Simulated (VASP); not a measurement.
**PbS: single point with PBE**

PbS:

```
Pb S
1.0
     0.00000    2.98723    2.98723
     2.98723    0.00000    2.98723
     2.98723    2.98723    0.00000
Pb S
1 1
Cartesian
  0.0000 0.0000 0.0000
  2.9872 2.9872 2.9872
```

| Property | Result |
| --- | --- |
| Program | VASP 6.6.1 |
| Task | single point |
| Functional | PBE |
| Potentials or basis | VASP PAW PBE potentials, release 64 (Pb_d, S) |
| Cutoff | 520 eV |
| k mesh | 4 × 4 × 4 |
| Occupations | gaussian, width 0.01 eV |
| Spin | no spin polarisation |
| Dipole correction | no |
| Further INCAR settings | ALGO = Normal; EDIFF = 1e-06; NBANDS = 17 |

```
Pressure               : 0.9 GPa
Band gap on the k mesh : 0.44 eV, direct
```

Levels at points of the mesh, in eV from the valence-band top:
```
           k point  band 7  band 8  band 9  band 10  band 11  band 12  band 13  band 14
(0.00, 0.00, 0.00)   -6.05   -2.04   -2.04    -2.04     5.17     5.17     5.17     6.81
(0.50, 0.00, 0.00)   -8.70   -1.67   -1.67     0.00     0.44     2.03     2.03     8.65
(0.50, 0.50, 0.00)   -7.15   -4.99   -3.28    -3.28     3.98     5.53     5.62     5.62
```

Run time: 6.3 s on 1 thread of Intel Xeon 6455B, with other jobs on the host, peak memory 0.17 GiB.

Caveat: the k points lie up to 0.46 Å⁻¹ apart; spin-orbit coupling is left out, which moves the levels of the heavy elements. A k mesh can miss the band edges.
